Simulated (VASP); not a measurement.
Input of a VASP 6.6.1 run:

File INCAR:

```
PREC = Accurate ; ENCUT = 520
EDIFF = 1E-7 ; ISMEAR = 0
SIGMA = 0.1 ; LREAL = False
LASPH = True ; NELM = 80
ALGO = Fast ; ISIF = 2
LWAVE = False ; LCHARG = False
GGA = PE ; NBANDS = 54
```

File KPOINTS:

```
regular mesh
0
Gamma
  4 4 4
```

Contents of POSCAR:

```
TaTl6
1.0
   -4.1979248693      4.1979248693      4.1979248693
    4.1979248693     -4.1979248693      4.1979248693
    4.1979248693      4.1979248693     -4.1979248693
Ta Tl
1 6
Direct
    0.0000000000      0.0000000000      0.0000000000
    0.6734941330      0.6734941330      0.0000000000
    0.3265058670      0.3265058670      0.0000000000
    0.0000000000      0.3265058670      0.3265058670
    0.0000000000      0.6734941330      0.6734941330
    0.6734941330      0.0000000000      0.6734941330
    0.3265058670      0.0000000000      0.3265058670
```

Potentials or basis: VASP PAW PBE potentials, release 64 (Ta_pv, Tl_d).

Run with:

```sh
$ cat potpaw_PBE.64/Ta_pv/POTCAR potpaw_PBE.64/Tl_d/POTCAR > POTCAR
$ mpirun -np 1 vasp_std > vasp.out
```

Problem. Estimate the largest force.

Solution. 0.006 eV/Å.

Problem. Estimate the pressure.

Solution. -0.1 GPa.

Forces on the atoms (eV/Å):
```
Ta   0.000  0.000  0.000
Tl   0.000  0.000 -0.006
Tl   0.000  0.000  0.006
Tl   0.006  0.000  0.000
Tl  -0.006  0.000  0.000
Tl   0.000 -0.006  0.000
Tl   0.000  0.006  0.000
```
